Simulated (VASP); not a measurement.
# ZnO (sol) (P6_3mc) in VASP: a series of runs

The runs below take ZnO (sol) through single point, with PBEsol.

Everything below comes from runs of VASP 6.6.1. Logs are shortened: lines on timing, memory, paths and dates and some standing lists are left out, and cuts for length are marked.

**The experiment to reproduce.**

From “Electronic structure of alkaline earth and post-transition metal oxides”, 2009, arxiv:0908.1581, for a bulk crystal of ZnO: band gap 3.37 eV.

The results are compared with them further down.

## (1) The cell of the first run

The structure is hexagonal, space group P6_3mc (No. 186). Conventional cell: a = 3.249 Å, b = 3.249 Å, c = 5.204 Å, α = 90.00°, β = 90.00°, γ = 120.00°. Zn (site symmetry 3m) has 4 O at 1.97 to 1.99 Å within 2.6 Å. Within 2.6 Å of O (site symmetry 3m) lie 4 Zn at 1.97 to 1.99 Å.

## (2) Single point, PBEsol

Contents of INCAR:

```
SYSTEM = ZnO
  PREC = Accurate
  ENCUT = 600
  EDIFF = 1E-6
  ISMEAR = 0
  SIGMA = 0.1
  LREAL = .FALSE.
  LASPH = .TRUE.
  NELM = 120
  ALGO = Normal
  ISIF = 2
  LWAVE = .FALSE.
  LCHARG = .TRUE.
  GGA = PS
  LELF = .TRUE.
  LVHAR = .TRUE.
  NBANDS = 26
  GGA_COMPAT = .FALSE.
```

Contents of KPOINTS:

```
Automatic mesh
0
G
  6 6 4
  0 0 0
```

Contents of POSCAR:

```
ZnO
1.0
    3.2494000000      0.0000000000      0.0000000000
   -1.6247000000      2.8140629500      0.0000000000
    0.0000000000      0.0000000000      5.2038000000
Zn O
2 2
Direct
    0.3333333300      0.6666666700      0.0000000000
    0.6666666700      0.3333333300      0.5000000000
    0.3333333300      0.6666666700      0.3830000000
    0.6666666700      0.3333333300      0.8830000000
```

Potentials or basis: VASP PAW PBE potentials, release 64 (Zn, O).

On the command line:

```console
cat potpaw_PBE.64/Zn/POTCAR potpaw_PBE.64/O/POTCAR > POTCAR
mpirun -np 1 vasp_std > vasp.out
```

OUTCAR:

```text
SYSTEM = ZnO
   PREC = Accurate
   ENCUT = 600
   EDIFF = 1E-6
   ISMEAR = 0
   LREAL = .FALSE.
   LASPH = .TRUE.
   NELM = 120
   ISIF = 2
   GGA = PS

 ion  position               nearest neighbor table
   1  0.333  0.667  0.000-   4 1.97   4 1.97   4 1.97   3 1.99
   2  0.667  0.333  0.500-   3 1.97   3 1.97   3 1.97   4 1.99
   3  0.333  0.667  0.383-   2 1.97   2 1.97   2 1.97   1 1.99
   4  0.667  0.333  0.883-   1 1.97   1 1.97   1 1.97   2 1.99

  LATTYP: Found a hexagonal cell.
 ALAT       =     3.2494000000
 C/A-ratio  =     1.6014648858

  Lattice vectors:

 A1 = (   3.2494000000,   0.0000000000,   0.0000000000)
 A2 = (  -1.6247000000,   2.8140629500,   0.0000000000)
 A3 = (   0.0000000000,   0.0000000000,   5.2038000000)

Analysis of symmetry for initial positions (statically):
=====================================================================
 Subroutine PRICEL returns:
 Original cell was already a primitive cell.

 Routine SETGRP: Setting up the symmetry group for a
 hexagonal supercell.

 Subroutine GETGRP returns: Found 12 space group operations
 (whereof  6 operations were pure point group operations)
 out of a pool of 24 trial point group operations.

The static configuration has the point symmetry C_3v.
 The point group associated with its full space group is C_6v.

Analysis of symmetry for dynamics (positions and initial velocities):
=====================================================================
 Subroutine PRICEL returns:
 Original cell was already a primitive cell.

 Routine SETGRP: Setting up the symmetry group for a
 hexagonal supercell.

 Subroutine GETGRP returns: Found 12 space group operations
 (whereof  6 operations were pure point group operations)
 out of a pool of 24 trial point group operations.

The dynamic configuration has the point symmetry C_3v.
 The point group associated with its full space group is C_6v.

 Subroutine INISYM returns: Found 12 space group operations
 (whereof  6 operations are pure point group operations),
 and found     1 'primitive' translations

----------------------------------------------------------------------------------------

                                     Primitive cell

  volume of cell :      47.5836

  direct lattice vectors                    reciprocal lattice vectors
     3.249400000  0.000000000  0.000000000     0.307749123  0.177679039  0.000000000
    -1.624700000  2.814062950  0.000000000     0.000000000  0.355358078  0.000000000
     0.000000000  0.000000000  5.203800000     0.000000000  0.000000000  0.192167262

  length of vectors
     3.249400000  3.249400003  5.203800000     0.355358078  0.355358078  0.192167262

  position of ions in fractional coordinates (direct lattice)
     0.333333330  0.666666670  0.000000000
     0.666666670  0.333333330  0.500000000
     0.333333330  0.666666670  0.383000000
     0.666666670  0.333333330  0.883000000

  ion indices of the primitive-cell ions
   primitive index   ion index
                 1           1
                 2           2
                 3           3
                 4           4

----------------------------------------------------------------------------------------

 KPOINTS: Automatic mesh

Automatic generation of k-mesh.
 Grid dimensions read from file:
 generate k-points for:    6    6    4

 Generating k-lattice:

  Cartesian coordinates                     Fractional coordinates (reciprocal lattice)
     0.051291520  0.029613173  0.000000000     0.166666667  0.000000000  0.000000000
     0.000000000  0.059226346  0.000000000     0.000000000  0.166666667  0.000000000
     0.000000000  0.000000000  0.048041816     0.000000000  0.000000000  0.250000000

  Length of vectors
     0.059226346  0.059226346  0.048041816

  Shift w.r.t. Gamma in fractional coordinates (k-lattice)
     0.000000000  0.000000000  0.000000000

 Subroutine IBZKPT returns following result:
 ===========================================

 Found     21 irreducible k-points:

 Following reciprocal coordinates:
            Coordinates               Weight
  0.000000  0.000000  0.000000      1.000000
  0.166667  0.000000  0.000000      6.000000
  0.333333  0.000000  0.000000      6.000000
  0.500000  0.000000  0.000000      3.000000
  0.166667  0.166667  0.000000      6.000000
  0.333333  0.166667  0.000000     12.000000
[... 13 lines left out ...]
  0.333333  0.166667  0.500000     12.000000
  0.333333  0.333333  0.500000      2.000000
   k-points           NKPTS =     21   k-points in BZ     NKDIM =     21   number of bands    NBANDS=     26
   number of dos      NEDOS =    301   number of ions     NIONS =      4
   total plane-waves  NPLWV =  32928
   dimension x,y,z NGX =    28 NGY =   28 NGZ =   42
   dimension x,y,z NGXF=    56 NGYF=   56 NGZF=   84
   ions per type =               2   2
   NGX,Y,Z   is equivalent  to a cutoff of  14.33, 14.33, 13.42 a.u.
   NGXF,Y,Z  is equivalent  to a cutoff of  28.65, 28.65, 26.84 a.u.
 SYSTEM =  ZnO
   PREC   = accura    normal or accurate (medium, high low for compatibility)
   ISTART =      0    job   : 0-new  1-cont  2-samecut
   ICHARG =      2    charge: 1-file 2-atom 10-const
   ISPIN  =      1    spin polarized calculation?
   LNONCOLLINEAR =      F non collinear calculations
   LSORBIT =      F    spin-orbit coupling
   LASPH  =      T    aspherical Exc in radial PAW
   ENCUT  =  600.0 eV  44.10 Ry    6.64 a.u.   6.49  6.49 10.39*2*pi/ulx,y,z
   NELM   =    120;   NELMIN=  2; NELMDL= -5     # of ELM steps
   EDIFF  = 0.1E-05   stopping-criterion for ELM
   LREAL  =      F    real-space projection
   EDIFFG = 0.1E-04   stopping-criterion for IOM
   NSW    =      0    number of steps for IOM
   IBRION =     -1    ionic relax: 0-MD 1-quasi-New 2-CG
   NFREE  =      0    steps in history (QN), initial steepest desc. (CG)
   ISIF   =      2    stress and relaxation
   ISYM   =      2    0-nonsym 1-usesym 2-fastsym
   POTIM  = 0.5000    time-step for ionic-motion
   TEBEG  =    0.0;   TEEND  =   0.0 temperature during run
   PSTRESS=    0.0 pullay stress
   NELECT =      36.0000    total number of electrons
   NUPDOWN=      -1.0000    fix difference up-down
   EMIN   =  10.00;   EMAX   =-10.00  energy-range for DOS
   EFERMI =   0.00;   METHOD = LEGACY
   ISMEAR =     0;   SIGMA  =   0.10  broadening in eV -4-tet -1-fermi 0-gaus
   EFERMI_NEDOS =   21; number of points for ismear=-14 and -15
   IALGO  =     38    algorithm
   IMIX   =      4    mixing-type and parameters
     AMIX     =   0.40;   BMIX     =  1.00
     AMIX_MAG =   1.60;   BMIX_MAG =  1.00
  volume/ion in A,a.u.               =      11.90        80.28
  Fermi-wavevector in a.u.,A,eV,Ry     =   1.491729  2.818958 30.276420  2.225254
  Thomas-Fermi vector in A             =   2.604347
   LORBIT       =      0    0 simple, 1 ext, 2 COOP (PROOUT), +10 PAW based schemes
   GGA     = PS    functional components
   LHFCALC =     F    Hartree Fock is set to
   AEXX    =    0.0000 exact exchange contribution
   IVDW    =     0    specifies the selected vdW correction
   LEPSILON=     F    determine dielectric tensor
   LRPA    =     F    only Hartree local field effects (RPA)
 non-spin polarized calculation
 Gauss-broadening in eV      SIGMA  =   0.10
  energy-cutoff  :      600.00
  volume of cell :       47.58
 maximum number of plane-waves:      1616
 NGX is ok and might be reduce to    28
   NGX = 13   NGY = 13   NGZ = 21

 number of electron      36.0000008 magnetization

 Free energy of the ion-electron system (eV)
  ---------------------------------------------------
  ext. energy  EPLUGINS =         0.00000000
  ---------------------------------------------------
  free energy    TOTEN  =       -19.41143509 eV

  energy without entropy =      -19.41143509  energy(sigma->0) =      -19.41143509

 E-fermi :   1.4032     XC(G=0): -11.1862

 val. band max:        1.0562855110   @ k =   0.0000   0.0000   0.0000
 cond. band min:       1.7404307153   @ k =   0.0000   0.0000   0.0000
 fundamental gap:      0.6841452043
 Fermi energy:         1.4032446398

 k-point     1 :       0.0000    0.0000    0.0000
  band No.  band energies     occupation
      1     -16.9898      2.00000
      2     -16.2406      2.00000
      3      -4.6760      2.00000
      4      -4.6760      2.00000
      5      -4.6290      2.00000
      6      -4.5739      2.00000
[... 18 lines left out ...]
     25      15.0392      0.00000
     26      15.0392      0.00000

 k-point     2 :       0.1667    0.0000    0.0000
  band No.  band energies     occupation
      1     -16.8398      2.00000
      2     -16.1770      2.00000
      3      -4.8353      2.00000
      4      -4.5891      2.00000
      5      -4.5538      2.00000
      6      -4.4763      2.00000
[... 18 lines left out ...]
     25      14.9751      0.00000
     26      15.2732      0.00000

 k-point     3 :       0.3333    0.0000    0.0000
  band No.  band energies     occupation
      1     -16.5016      2.00000
      2     -16.0715      2.00000
      3      -4.9997      2.00000
      4      -4.6390      2.00000
      5      -4.4446      2.00000
      6      -4.2397      2.00000
[... 18 lines left out ...]
     25      14.3850      0.00000
     26      15.0229      0.00000

 k-point     4 :       0.5000    0.0000    0.0000
  band No.  band energies     occupation
      1     -16.2861      2.00000
      2     -16.0563      2.00000
      3      -4.9112      2.00000
      4      -4.7550      2.00000
      5      -4.3953      2.00000
      6      -4.0407      2.00000
[... 18 lines left out ...]
     25      14.1974      0.00000
     26      15.1652      0.00000

 k-point     5 :       0.1667    0.1667    0.0000
  band No.  band energies     occupation
      1     -16.5942      2.00000
      2     -16.0930      2.00000
      3      -4.8912      2.00000
      4      -4.6615      2.00000
      5      -4.4146      2.00000
      6      -4.4144      2.00000
[... 18 lines left out ...]
     25      13.5210      0.00000
     26      16.1060      0.00000

 k-point     6 :       0.3333    0.1667    0.0000
  band No.  band energies     occupation
      1     -16.2946      2.00000
      2     -16.0517      2.00000
      3      -4.8078      2.00000
      4      -4.5729      2.00000
      5      -4.3993      2.00000
      6      -4.1842      2.00000
[... 340 lines left out ...]
 k-point    18 :       0.5000    0.0000    0.5000
  band No.  band energies     occupation
      1     -16.1613      2.00000
      2     -16.1613      2.00000
      3      -5.1165      2.00000
      4      -5.1165      2.00000
      5      -4.1753      2.00000
      6      -4.1753      2.00000
[... 18 lines left out ...]
     25      14.6507      0.00000
     26      14.6507      0.00000

 k-point    19 :       0.1667    0.1667    0.5000
  band No.  band energies     occupation
      1     -16.3417      2.00000
      2     -16.3417      2.00000
      3      -5.0297      2.00000
      4      -5.0297      2.00000
      5      -4.4488      2.00000
      6      -4.4488      2.00000
[... 18 lines left out ...]
     25      14.3778      0.00000
     26      14.3778      0.00000

 k-point    20 :       0.3333    0.1667    0.5000
  band No.  band energies     occupation
      1     -16.1636      2.00000
      2     -16.1636      2.00000
      3      -4.9709      2.00000
      4      -4.9709      2.00000
      5      -4.3137      2.00000
      6      -4.3137      2.00000
[... 18 lines left out ...]
     25      15.1174      0.00000
     26      15.1174      0.00000

 k-point    21 :       0.3333    0.3333    0.5000
  band No.  band energies     occupation
      1     -16.1050      2.00000
      2     -16.1050      2.00000
      3      -4.7105      2.00000
      4      -4.7105      2.00000
      5      -4.4566      2.00000
      6      -4.4566      2.00000
[... 18 lines left out ...]
     25      16.6036      0.00000
     26      16.6044      0.00000

------------------------ aborting loop because EDIFF is reached ----------------------------------------

  FORCE on cell =-STRESS in cart. coord.  units (eV):
  Direction    XX          YY          ZZ          XY          YZ          ZX
  --------------------------------------------------------------------------------------
  -------------------------------------------------------------------------------------
  Total       -0.2441950     -0.2441950     -0.2599950      0.0000000      0.0000000      0.0000000
  in kB       -8.2222344     -8.2222344     -8.7542325      0.0000000      0.0000000      0.0000000
  external PRESSURE =      -8.3995671 kB  Pullay stress =       0.0000000 kB

 VOLUME and BASIS-vectors are now :
 -----------------------------------------------------------------------------
  energy-cutoff  :      600.00
  volume of cell :       47.58
      direct lattice vectors                 reciprocal lattice vectors
     3.249400000  0.000000000  0.000000000     0.307749123  0.177679039  0.000000000
    -1.624700000  2.814062950  0.000000000     0.000000000  0.355358078  0.000000000
     0.000000000  0.000000000  5.203800000     0.000000000  0.000000000  0.192167262

 POSITION                                       TOTAL-FORCE (eV/Angst)
 -----------------------------------------------------------------------------------
     -0.00000      1.87604      0.00000        -0.000000      0.000000      0.063205
      1.62470      0.93802      2.60190         0.000000     -0.000000      0.063205
     -0.00000      1.87604      1.99306         0.000000     -0.000000     -0.063205
      1.62470      0.93802      4.59496         0.000000      0.000000     -0.063205
 -----------------------------------------------------------------------------------
    total drift:                               -0.000016      0.000009     -0.000027

  FREE ENERGIE OF THE ION-ELECTRON SYSTEM (eV)
  ---------------------------------------------------
  free  energy   TOTEN  =       -19.4114350943 eV

  energy  without entropy=      -19.4114350851  energy(sigma->0) =      -19.41143509
```

It took 16 s on 1 thread of Intel Xeon Platinum 8559C (Emerald Rapids), shared host; peak memory 0.18 GiB.

What came out:

```
Free energy            : -19.4114 eV
Pressure               : -0.8 GPa
Largest force          : 0.063 eV/Å
Band gap on the k mesh : 0.68 eV, direct
```

Forces on the atoms (eV/Å):
```
Zn   0.000  0.000  0.063
Zn   0.000  0.000  0.063
O    0.000  0.000 -0.063
O    0.000  0.000 -0.063
```

Levels at points of the mesh, in eV from the valence-band top:
```csv
k point,band 16,band 17,band 18,band 19,band 20,band 21
"(0.00, 0.00, 0.00)",-0.10,0.00,0.00,0.68,5.07,8.12
"(0.50, 0.00, 0.00)",-2.30,-1.29,-0.88,5.68,6.70,7.49
"(0.00, 0.00, 0.50)",-0.39,-0.39,-0.39,3.37,3.37,9.94
"(0.50, 0.00, 0.50)",-1.55,-1.36,-1.36,5.58,5.58,8.35
```

Caveat: the PAW data sets were made with another functional, which shifts forces and pressure a little.

## (3) Single point, PBEsol

This run uses another cell than the first one, of 11.78 Å³/atom, 0.990 times its volume.

Contents of INCAR:

```
ALGO = Normal
EDIFF = 1E-6
ENCUT = 600
GGA = PS
GGA_COMPAT = False
ISIF = 2
ISMEAR = 0
LASPH = True
LCHARG = True
LELF = True
LREAL = False
LVHAR = True
LWAVE = False
NBANDS = 26
NELM = 120
PREC = Accurate
SIGMA = 0.02
```

Contents of KPOINTS:

```
k-points
0
Gamma
  9 9 6
```

Contents of POSCAR:

```
ZnO
1.0
    3.2301429570      0.0000000000      0.0000000000
   -1.6150714785      2.7973858586      0.0000000000
    0.0000000000      0.0000000000      5.2138970519
Zn O
2 2
Direct
    0.3333333333      0.6666666667      0.0020248959
    0.6666666667      0.3333333333      0.5020248959
    0.3333333333      0.6666666667      0.3809751041
    0.6666666667      0.3333333333      0.8809751041
```

Potentials or basis: VASP PAW PBE potentials, release 64 (Zn, O).

On the command line:

```console
cat potpaw_PBE.64/Zn/POTCAR potpaw_PBE.64/O/POTCAR > POTCAR
mpirun -np 1 vasp_std > vasp.out
```

Wall time 31 s (1 thread of Intel Xeon Platinum 8559C (Emerald Rapids), shared host); peak memory 0.2 GiB.

Results (log left out):

* Free energy: -19.4141 eV
* Pressure: 0.5 GPa
* Band gap on the k mesh: 0.69 eV, direct

Levels at points of the mesh, in eV from the valence-band top:
| k point | band 16 | band 17 | band 18 | band 19 | band 20 | band 21 |
| --- | --- | --- | --- | --- | --- | --- |
| (0.00, 0.00, 0.00) | -0.09 | 0.00 | 0.00 | 0.69 | 5.15 | 8.10 |
| (0.00, 0.00, 0.50) | -0.40 | -0.40 | -0.40 | 3.38 | 3.38 | 9.96 |

Caveat: the PAW data sets were made with another functional, which shifts forces and pressure a little.

## (4) How close it comes

Step 2. A measured gap of ZnO is 3.37 eV (quoted in “Electronic structure of alkaline earth and post-transition metal oxides”, 2009, arxiv:0908.1581); the calculated 0.68 eV misses it by -2.69 eV. So large a miss can be the level of theory's own, or it may mean another phase, state or a wrong row. The value is that of PBEsol, without temperature or zero-point motion. Semilocal functionals fall short of measured gaps as a rule.

Step 3. Against the measured gap of ZnO, 3.37 eV (quoted in “Electronic structure of alkaline earth and post-transition metal oxides”, 2009, arxiv:0908.1581), the calculated 0.69 eV is off by -2.68 eV. So large a miss can be the level of theory's own, or it may mean another phase, state or a wrong row. The value is that of PBEsol, without temperature or zero-point motion. Semilocal functionals fall short of measured gaps as a rule.
